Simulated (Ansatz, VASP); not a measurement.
# Two plane-wave programs on Hg

Contents of INCAR:

```
SYSTEM = Hg
ALGO = Normal
EDIFF = 1E-6
ENCUT = 520
GGA = PE
ISIF = 2
ISMEAR = -1
LASPH = .TRUE.
LCHARG = .TRUE.
LELF = .TRUE.
LREAL = .FALSE.
LVHAR = .TRUE.
LWAVE = .FALSE.
NBANDS = 12
NELM = 100
PREC = Accurate
SIGMA = 0.1
```

The input KPOINTS:

```
k-points
0
G
  19 19 19
  0 0 0
```

File POSCAR:

```
Hg
1.0
   -1.9108211344      1.9108211344      1.9108211344
    1.9108211344     -1.9108211344      1.9108211344
    1.9108211344      1.9108211344     -1.9108211344
Hg
1
Direct
    0.0000000000      0.0000000000      0.0000000000
```

Input for Ansatz:

```yaml
crystal:
  lattice:
    - [-1.9108211344, 1.9108211344, 1.9108211344]
    - [1.9108211344, -1.9108211344, 1.9108211344]
    - [1.9108211344, 1.9108211344, -1.9108211344]
  atoms:
    - { symbol: Hg, position: [0.0, 0.0, 0.0] }
hamiltonian:
  xc: pbe
  pseudopotentials:
    kind: paw
    azcp:
      Hg: "pseudopotentials/Hg.paw.azcp"
basis:
  ecutwfc: 420
  fft_grid_basis: typed
kpoints:
  mp_grid: { grid: [19, 19, 19], shift: [0, 0, 0] }
magnetization:
  spin_polarized: false
scf:
  occupations: { method: fermi_dirac, width: 0.1 }
output:
  stress: true
```

Alike in both runs: task single point; functional PBE; k mesh 19 × 19 × 19; occupations fermi-dirac, width 0.1 eV; no spin polarisation.

|  | VASP | Ansatz |
| --- | --- | --- |
| version | VASP 6.6.1 | Ansatz 0.2.0 |
| potentials or method | VASP PAW PBE potentials, release 64 (Hg), cutoff 520 eV | plane waves (420 eV) with PAW, scalar-relativistic |
| valence electrons in the cell | 12 | 20 |

|  | VASP | Ansatz | Ansatz less VASP |
| --- | --- | --- | --- |
| pressure (GPa) | 0.6 | 0.5 | -0.11 |

VASP's potentials hold 12 valence electrons a cell and Ansatz's 20, so a difference there can come from the potentials and not from the codes.

Spin-orbit coupling is off throughout.
